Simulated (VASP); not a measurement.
# MoS (Fm-3m) in VASP: notebook, part 2 of 3

VASP 6.6.1.

## 3. Relaxation of cell and atoms, PBEsol

This run uses another cell than the first one, of 14.08 Å³/atom.

INCAR reads:

```
PREC = Accurate
ENCUT = 600
EDIFF = 1E-6
ISMEAR = 0
SIGMA = 0.1
LREAL = F
LASPH = T
NELM = 80
ALGO = Normal
ISIF = 3
LWAVE = F
LCHARG = F
GGA = PS
IBRION = 2
NSW = 100
EDIFFG = -0.05
```

KPOINTS reads:

```
Automatic mesh
0
Gamma
  8 8 8
```

POSCAR reads:

```
MoS
1.0
    0.0000000000      2.4148756080      2.4148756080
    2.4148756080      0.0000000000      2.4148756080
    2.4148756080      2.4148756080      0.0000000000
Mo S
1 1
Direct
    0.0000000000      0.0000000000      0.0000000000
    0.5000000000      0.5000000000      0.5000000000
```

Potentials or basis: VASP PAW PBE potentials, release 64 (Mo_sv, S).

Run with:

```bash
cat potpaw_PBE.64/Mo_sv/POTCAR potpaw_PBE.64/S/POTCAR > POTCAR
mpirun -np 1 vasp_std > vasp.out
```

OUTCAR:

```text
PREC = Accurate
   ENCUT = 600
   EDIFF = 1E-6
   ISMEAR = 0
   LREAL = F
   LASPH = T
   NELM = 80
   ISIF = 3
   GGA = PS
   IBRION = 2
   NSW = 100
   EDIFFG = -0.05

 ion  position               nearest neighbor table
   1  0.000  0.000  0.000-   2 2.41   2 2.41   2 2.41   2 2.41   2 2.41   2 2.41
   2  0.500  0.500  0.500-   1 2.41   1 2.41   1 2.41   1 2.41   1 2.41   1 2.41

  LATTYP: Found a face centered cubic cell.
 ALAT       =     4.8297512160

  Lattice vectors:

 A1 = (   0.0000000000,   2.4148756080,   2.4148756080)
 A2 = (   2.4148756080,   0.0000000000,   2.4148756080)
 A3 = (   2.4148756080,   2.4148756080,   0.0000000000)

Analysis of symmetry for initial positions (statically):
=====================================================================
 Subroutine PRICEL returns:
 Original cell was already a primitive cell.

 Routine SETGRP: Setting up the symmetry group for a
 face centered cubic supercell.

 Subroutine GETGRP returns: Found 48 space group operations
 (whereof 48 operations were pure point group operations)
 out of a pool of 48 trial point group operations.

The static configuration has the point symmetry O_h .

Analysis of symmetry for dynamics (positions and initial velocities):
=====================================================================
 Subroutine PRICEL returns:
 Original cell was already a primitive cell.

 Routine SETGRP: Setting up the symmetry group for a
 face centered cubic supercell.

 Subroutine GETGRP returns: Found 48 space group operations
 (whereof 48 operations were pure point group operations)
 out of a pool of 48 trial point group operations.

The dynamic configuration has the point symmetry O_h .

 Subroutine INISYM returns: Found 48 space group operations
 (whereof 48 operations are pure point group operations),
 and found     1 'primitive' translations

----------------------------------------------------------------------------------------

[... 134 lines left out ...]

 Free energy of the ion-electron system (eV)
  ---------------------------------------------------
  ext. energy  EPLUGINS =         0.00000000
  ---------------------------------------------------
  free energy    TOTEN  =       -15.94265551 eV

  energy without entropy =      -15.92709674  energy(sigma->0) =      -15.93487612

------------------------ aborting loop because EDIFF is reached ----------------------------------------

  FORCE on cell =-STRESS in cart. coord.  units (eV):
  Direction    XX          YY          ZZ          XY          YZ          ZX
  --------------------------------------------------------------------------------------
  -------------------------------------------------------------------------------------
  Total        1.5658376      1.5658376      1.5658376     -0.0000000     -0.0000000      0.0000000
  in kB       89.0723708     89.0723708     89.0723708     -0.0000000     -0.0000000      0.0000000
  external PRESSURE =      89.0723708 kB  Pullay stress =       0.0000000 kB
[... 59 lines left out ...]
--------------------------------------- Ionic step        3  -------------------------------------------

 number of electron      19.9999999 magnetization

 Free energy of the ion-electron system (eV)
  ---------------------------------------------------
  ext. energy  EPLUGINS =         0.00000000
  ---------------------------------------------------
  free energy    TOTEN  =       -15.97473449 eV

  energy without entropy =      -15.95857396  energy(sigma->0) =      -15.96665422

 E-fermi :  11.9784     XC(G=0): -12.6352

 val. band max:       11.9676855387   @ k =   0.5000   0.2500   0.1250
 cond. band min:      11.9956622834   @ k =  -0.3750   0.3750   0.1250
 fundamental gap:      0.0279767446
 Fermi energy:        11.9783557457

 k-point     1 :       0.0000    0.0000    0.0000
  band No.  band energies     occupation
      1     -49.4040      2.00000
      2     -23.5035      2.00000
      3     -23.5035      2.00000
      4     -23.5035      2.00000
      5      -4.5657      2.00000
      6       9.0058      2.00000
      7       9.0058      2.00000
      8       9.0058      2.00000
      9       9.4165      2.00000
     10       9.4165      2.00000
     11       9.4165      2.00000
     12       9.8691      2.00000
     13       9.8691      2.00000
     14      15.7072      0.00000
[... 377 lines left out ...]
      1     -49.3806      2.00000
      2     -23.7121      2.00000
      3     -23.5900      2.00000
      4     -23.5507      2.00000
      5      -2.6661      2.00000
      6       3.8857      2.00000
      7       5.4587      2.00000
      8       5.7140      2.00000
      9      11.3199      2.00000
     10      11.5871      2.00000
     11      12.5771      0.00000
     12      14.6412      0.00000
     13      14.9208      0.00000
     14      17.3241      0.00000

 [... further k-points ...]

------------------------ aborting loop because EDIFF is reached ----------------------------------------

  FORCE on cell =-STRESS in cart. coord.  units (eV):
  Direction    XX          YY          ZZ          XY          YZ          ZX
  --------------------------------------------------------------------------------------
  -------------------------------------------------------------------------------------
  Total       -0.0288505     -0.0288505     -0.0288505      0.0000000     -0.0000000      0.0000000
  in kB       -1.5727915     -1.5727915     -1.5727915      0.0000000     -0.0000000      0.0000000
  external PRESSURE =      -1.5727915 kB  Pullay stress =       0.0000000 kB
[... 17 lines left out ...]
  FREE ENERGIE OF THE ION-ELECTRON SYSTEM (eV)
  ---------------------------------------------------
  free  energy   TOTEN  =       -15.9747344892 eV

  energy  without entropy=      -15.9585739577  energy(sigma->0) =      -15.96665422

 reached required accuracy - stopping structural energy minimisation
```

CONTCAR:

```text
MoS
   1.00000000000000
     0.0000000000000000    2.4493680946051599    2.4493680946051599
     2.4493680946051599    0.0000000000000000    2.4493680946051599
     2.4493680946051599    2.4493680946051599   -0.0000000000000000
  Mo              S
     1     1
Direct
     0.0000000000000000    0.0000000000000000    0.0000000000000000
     0.5000000000000000    0.5000000000000000    0.5000000000000000

  0.00000000E+00  0.00000000E+00  0.00000000E+00
  0.00000000E+00  0.00000000E+00  0.00000000E+00
```

It took 54 s on 1 thread of Intel Xeon 8259CL, shared host; peak memory 0.17 GiB.

What came out:

| Item | Value |
| --- | --- |
| Free energy | -15.9747 eV |
| Relaxed volume | 14.69 Å³/atom |
| Relaxed cell | a = 3.464 Å, b = 3.464 Å, c = 3.464 Å, α = 60.00°, β = 60.00°, γ = 60.00° |
| Space group after relaxing (to 0.1 Å) | Fm-3m (No. 225) |
| Energy gained by relaxing | 16.0 meV/atom |
| Ionic steps | 3 |
| Pressure after relaxing | -0.2 GPa |
| Band gap on the k mesh | zero (bands 10 and 11 overlap by 2.87 eV) |

The path:
| step | energy change (eV) | largest force (eV/Å) | pressure (GPa) | volume (Å³) |
| --- | --- | --- | --- | --- |
| 1 | 0.0000 | 0.0000 | 8.91 | 28.17 |
| 2 | 0.0487 | 0.0000 | -11.47 | 31.48 |
| 3 | -0.0321 | 0.0000 | -0.16 | 29.39 |

Final structure:
```
Mo S
1.0
     0.00000    2.44937    2.44937
     2.44937    0.00000    2.44937
     2.44937    2.44937    0.00000
Mo S
1 1
Direct
  0.00000 0.00000 0.00000
  0.50000 0.50000 0.50000
```

Caveat: the PAW data sets were made with another functional, which shifts forces and pressure a little.

## 4. Single point, PBEsol

INCAR reads:

```
SYSTEM = MoS
PREC = Accurate
ENCUT = 520
EDIFF = 1E-6
ISMEAR = 0
SIGMA = 0.1
LREAL = .FALSE.
LASPH = .TRUE.
NELM = 100
ALGO = Normal
ISIF = 2
LWAVE = .FALSE.
LCHARG = .FALSE.
GGA = PS
NBANDS = 17
```

KPOINTS reads:

```
Automatic mesh
0
G
  14 14 14
  0 0 0
```

POSCAR reads:

```
MoS
1.0
    0.0000000000      2.4478204267      2.4478204267
    2.4478204267      0.0000000000      2.4478204267
    2.4478204267      2.4478204267      0.0000000000
Mo S
1 1
Direct
    0.0000000000      0.0000000000      0.0000000000
    0.5000000000      0.5000000000      0.5000000000
```

Run with:

```bash
cat potpaw_PBE.64/Mo_sv/POTCAR potpaw_PBE.64/S/POTCAR > POTCAR
mpirun -np 1 vasp_std > vasp.out
```

Run time: 87 s. Hardware: 1 thread of Intel Xeon 8259CL, shared host; peak memory 0.19 GiB.

Results (log left out):

```yaml
Free_energy: -15.9705 eV
Pressure: 0.3 GPa
Band_gap_on_the_k_mesh: zero (bands 10 and 11 overlap by 3.00 eV)
```

Levels at points of the mesh, in eV from the Fermi level:
```csv
k point,band 7,band 8,band 9,band 10,band 11,band 12,band 13,band 14
"(0.00, 0.00, 0.00)",-2.98,-2.98,-2.57,-2.57,-2.57,-2.12,-2.12,3.75
"(0.50, 0.00, 0.00)",-6.58,-6.58,0.03,0.03,0.83,2.46,5.33,5.33
"(0.50, 0.50, 0.00)",-4.58,-4.38,-4.38,-1.01,0.80,0.80,1.92,3.55
```

Caveat: the PAW data sets were made with another functional, which shifts forces and pressure a little.

(Part 2 of 3 ends here.)

The gap in the log of VASP goes by the Fermi energy; the results here count the filled bands.